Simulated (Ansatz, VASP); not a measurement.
Co: VASP beside Ansatz

```xyz
2
Lattice="0.0000 2.3971 2.3971 2.3971 0.0000 2.3971 2.3971 2.3971 0.0000" Properties=species:S:1:pos:R:3 pbc="T T T"
Co    0.5993    0.5993    0.5993
Co    4.1949    4.1949    4.1949
```

Alike in both runs: task single point; functional BLYP; k mesh 12 × 12 × 12; occupations fermi-dirac, width 0.1 eV; no spin polarisation.

|  | VASP | Ansatz |
| --- | --- | --- |
| version | VASP 6.6.1 | Ansatz 0.2.0 |
| potentials or method | VASP PAW PBE potentials, release 64 (Co_sv), cutoff 690 eV | plane waves (420 eV) with PAW, scalar-relativistic |
| valence electrons in the cell | 34 | 34 |

```csv
,VASP,Ansatz,Ansatz less VASP
pressure (GPa),19.0,19.6,+0.63
```

VASP's potentials were made for PBE, not for BLYP.
